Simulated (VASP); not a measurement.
Runs of VASP 6.6.1 on BeOs3. The structure is that of space group Pm-3m (No. 221), or close to it. The cells are those of the table. 

```csv
task,cell,k mesh,cutoff (eV),gap on the mesh (eV),pressure (GPa)
relaxation of cell and atoms,"relaxed from a = 3.595 Å, 4 atoms",6 × 6 × 6,600,none,0.0
single point,"a = 3.770 Å, 4 atoms",6 × 6 × 6,520,none,-0.2
relaxation of cell and atoms,"relaxed from a = 3.770 Å, 4 atoms",12 × 12 × 12,600,none,-0.1
single point,"a = 3.769 Å, 4 atoms",12 × 12 × 12,520,none,(a)
```

Alike in all rows: level PBE; potentials or basis VASP PAW PBE potentials, release 64 (Be, Os); no spin polarisation; smearing gaussian 0.1 eV.

Problem. Fill in the values left out.

Solution. (a) 0.1.

Caveats: spin-orbit coupling is left out, which moves the levels of the heavy elements; the relaxation stopped at its first step, so nothing moved (at least some runs).

A k mesh can miss the band edges, and the runs leave out spin-orbit coupling on Os.

A gap of «none» marks levels without a gap at the run's occupations.
